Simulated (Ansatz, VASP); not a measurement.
## Ni: VASP beside Ansatz

```xyz
1
Lattice="-1.3912 1.3912 1.3912 1.3912 -1.3912 1.3912 1.3912 1.3912 -1.3912" Properties=species:S:1:pos:R:3 pbc="T T T"
Ni    0.0000    0.0000    0.0000
```

Alike in both runs: task single point; functional revPBE; k mesh 18 × 18 × 18; occupations fermi-dirac, width 0.05 eV; collinear spin.

```csv
,VASP,Ansatz
version,VASP 6.6.1,Ansatz 0.2.0
potentials or method,"VASP PAW PBE potentials, release 64 (Ni), cutoff 520 eV","plane waves (420 eV) with PAW, scalar-relativistic"
valence electrons in the cell,10,18
```

|  | VASP | Ansatz | Ansatz less VASP |
| --- | --- | --- | --- |
| pressure (GPa) | 8.1 | 8.2 | +0.17 |
| net moment per atom (μB) | 0.56 | 0.57 | +0.006 |
| size of the moment on the site where the two differ most (μB) | 0.57 | 0.60 | +0.030 |

VASP's potentials were made for PBE, not for revPBE. Site moments also hang on the region over which each program counts them. With one functional, cell and mesh, what is left measures potentials, basis and numerics. VASP's potentials hold 10 valence electrons a cell and Ansatz's 18, so a difference there can come from the potentials and not from the codes.
